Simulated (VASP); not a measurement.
**LaAgS2: single point with PBE**

The system is LaAgS2.

```xyz
4
Lattice="2.1355 1.2329 5.9212 -2.1355 1.2329 5.9212 0.0000 -2.4659 5.9212" Properties=species:S:1:pos:R:3 pbc="T T T"
Ag    2.1355    1.2329    5.9212
La    0.0000    0.0000    8.8818
S     0.0000    0.0000    4.4659
S     0.0000    0.0000   13.2976
```

```json
{"Program": "VASP 6.6.1", "Task": "single point", "Functional": "PBE", "Potentials or basis": "VASP PAW PBE potentials, release 64 (Ag, La, S)", "Cutoff": "520 eV", "k mesh": "6 × 6 × 6", "Occupations": "fermi-dirac, width 0.02 eV", "Spin": "no spin polarisation", "Dipole correction": "no", "Further INCAR settings": "ALGO = Normal; EDIFF = 1e-06; NBANDS = 25"}
```

| Property | Result |
| --- | --- |
| Pressure | -0.1 GPa |
| Largest force | 0.006 eV/Å |
| Band gap on the k mesh | 2.37 eV, direct |

Forces in eV/Å, atoms in the order of the input:
```
Ag   0.000  0.000  0.000
La   0.000  0.000  0.000
S    0.000  0.000 -0.006
S    0.000  0.000  0.006
```

Levels at points of the mesh, in eV from the valence-band top:
```tsv
k point	band 14	band 15	band 16	band 17	band 18	band 19	band 20	band 21
(0.00, 0.00, 0.00)	-1.23	-0.99	-0.99	-0.49	2.41	2.99	3.22	3.22
(0.50, 0.00, 0.00)	-2.47	-2.11	-0.20	-0.08	2.72	2.97	3.16	3.22
(0.50, 0.50, 0.00)	-1.64	-1.06	-0.85	-0.40	2.43	3.01	3.12	3.21
(0.50, 0.50, 0.50)	-2.13	-2.05	-0.04	-0.04	2.85	2.95	2.95	3.08
```

Run time: 87 s on 1 thread of Intel(R) Xeon(R) 6975P-C (Granite Rapids), on a shared host, peak memory 0.38 GiB.

Caveat: spin-orbit coupling is left out, which moves the levels of the heavy elements. A k mesh can miss the band edges.
